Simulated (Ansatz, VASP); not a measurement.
Two plane-wave programs on MgCd5O6

```
Mg Cd O
1.0
     3.32879    0.00000    0.00000
     0.00000    3.32879    0.00000
     0.00000    0.00000   14.10653
Mg Cd O
1 5 6
Direct
  0.50000 0.50000 0.50000
  0.00000 0.00000 0.66034
  0.50000 0.50000 0.82769
  0.00000 0.00000 0.00000
  0.50000 0.50000 0.17231
  0.00000 0.00000 0.33966
  0.00000 0.00000 0.82924
  0.50000 0.50000 0.00000
  0.00000 0.00000 0.17076
  0.50000 0.50000 0.34748
  0.00000 0.00000 0.50000
  0.50000 0.50000 0.65252
```

Alike in both runs: task single point; functional PBE; k mesh 6 × 6 × 2; occupations gaussian, width 0.1 eV; no spin polarisation.

```csv
,VASP,Ansatz
version,VASP 6.6.1,Ansatz 0.2.0
potentials or method,"VASP PAW PBE potentials, release 64 (Mg, Cd, O), cutoff 520 eV","scalar-relativistic, plane waves, PAW"
valence electrons in the cell,98,146
```

Ansatz gave:

| Item | Value |
| --- | --- |
| gap on the k mesh at the Fermi level (eV) | none |
| pressure (GPa) | 0.0 |
| traceless stress, the component that is largest in VASP (GPa) | -0.10 |
| rms of the force components (eV/Å) | 0.005 |

Estimate VASP's values.

gap on the k mesh at the Fermi level (eV): none; pressure (GPa): 1.1; traceless stress, the component that is largest in VASP (GPa): -0.19; rms of the force components (eV/Å): 0.016.

Atom by atom the forces differ by 0.012 eV/Å (rms over components). A gap of «none» marks a metal or a gap that the smearing closes. VASP's potentials hold 98 valence electrons a cell and Ansatz's 146, so a difference there can come from the potentials and not from the codes.
